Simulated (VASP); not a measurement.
# Ce: single point with RPBE

Crystal: Ce.

```xyz
1
Lattice="2.9534 0.0000 0.0000 0.0000 2.9534 0.0000 0.0000 0.0000 2.9534" Properties=species:S:1:pos:R:3 pbc="T T T"
Ce    0.0000    0.0000    0.0000
```

- Program: VASP 6.6.1
- Task: single point
- Functional: RPBE
- Potentials or basis: VASP PAW PBE potentials, release 64 (Ce)
- Cutoff: 520 eV
- k mesh: 14 × 14 × 14
- Occupations: fermi-dirac, width 0.05 eV
- Spin: collinear spin, ferromagnetic start
- Starting moments: [1.0] μB
- Dipole correction: no
- Further INCAR settings: ALGO = Normal; EDIFF = 1e-07; NBANDS = 16

```json
{"Pressure": "0.1 GPa", "Band gap on the k mesh": "zero (filled and empty bands overlap)", "Net moment": "0.00 μB per cell", "Valence electrons inside the program's atomic spheres": "Ce 10.18"}
```

Levels at points of the mesh, in eV from the Fermi level:
Spin up:
| k point | band 2 | band 3 | band 4 | band 5 | band 6 | band 7 | band 8 | band 9 | band 10 | band 11 |
| --- | --- | --- | --- | --- | --- | --- | --- | --- | --- | --- |
| (0.00, 0.00, 0.00) | -15.73 | -15.73 | -15.73 | -2.42 | -1.63 | -1.63 | 0.76 | 0.76 | 0.76 | 1.17 |
| (0.50, 0.00, 0.00) | -19.47 | -15.29 | -15.29 | -0.44 | -0.09 | 0.14 | 0.17 | 0.98 | 0.98 | 1.23 |
| (0.50, 0.50, 0.00) | -18.82 | -18.82 | -14.88 | -3.65 | 0.24 | 0.24 | 0.94 | 1.14 | 1.14 | 1.30 |
| (0.50, 0.50, 0.50) | -18.25 | -18.25 | -18.25 | -1.81 | -1.81 | -1.81 | -0.03 | 0.98 | 0.98 | 0.98 |
Spin down:
```csv
k point,band 2,band 3,band 4,band 5,band 6,band 7,band 8,band 9,band 10,band 11
"(0.00, 0.00, 0.00)",-15.73,-15.73,-15.73,-2.42,-1.63,-1.63,0.76,0.76,0.76,1.17
"(0.50, 0.00, 0.00)",-19.47,-15.29,-15.29,-0.44,-0.09,0.14,0.17,0.98,0.98,1.23
"(0.50, 0.50, 0.00)",-18.82,-18.82,-14.88,-3.65,0.24,0.24,0.94,1.14,1.14,1.30
"(0.50, 0.50, 0.50)",-18.25,-18.25,-18.25,-1.81,-1.81,-1.81,-0.03,0.99,0.99,0.99
```

It took 59 s on 1 thread of Intel(R) Xeon(R) 6975P-C (Granite Rapids), with other jobs on the host, peak memory 0.22 GiB.

Caveat: the magnetic or orbital state may not be the lowest; the PAW data sets were made with another functional, which shifts forces and pressure a little; spin-orbit coupling is left out, which moves the levels of the heavy elements. The state reached can hang on the start; a lower one may exist.
